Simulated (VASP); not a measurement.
A run of VASP 6.6.1 is set up as follows.

File INCAR:

```
SYSTEM = Y
ALGO = Normal
EDIFF = 1E-6
ENCUT = 500
GGA = PS
GGA_COMPAT = .FALSE.
ISIF = 2
ISMEAR = -1
LASPH = .TRUE.
LCHARG = .FALSE.
LREAL = .FALSE.
LWAVE = .FALSE.
NBANDS = 12
NELM = 120
PREC = Accurate
SIGMA = 0.1
```

Contents of KPOINTS:

```
k-points
0
G
  8 8 8
  0 0 0
```

POSCAR

```
Y
1.0
    1.9897841331      1.9897841331      1.9897841331
   -1.9897841331      1.9897841331      1.9897841331
   -1.9897841331     -1.9897841331      1.9897841331
Y
1
Direct
    0.0000000000      0.0000000000      0.0000000000
```

Potentials or basis: VASP PAW PBE potentials, release 64 (Y_sv).

Command:

```bash
$ cat potpaw_PBE.64/Y_sv/POTCAR > POTCAR
$ mpirun -np 1 vasp_std > vasp.out
```

(1) What does it give for the pressure?

(2) Predict the band gap on the k mesh.

Answers

(1) -0.1 GPa.

(2) zero (an odd number of electrons rules out a gap without spin polarisation).

Caveat: the PAW data sets were made with another functional, which shifts forces and pressure a little.
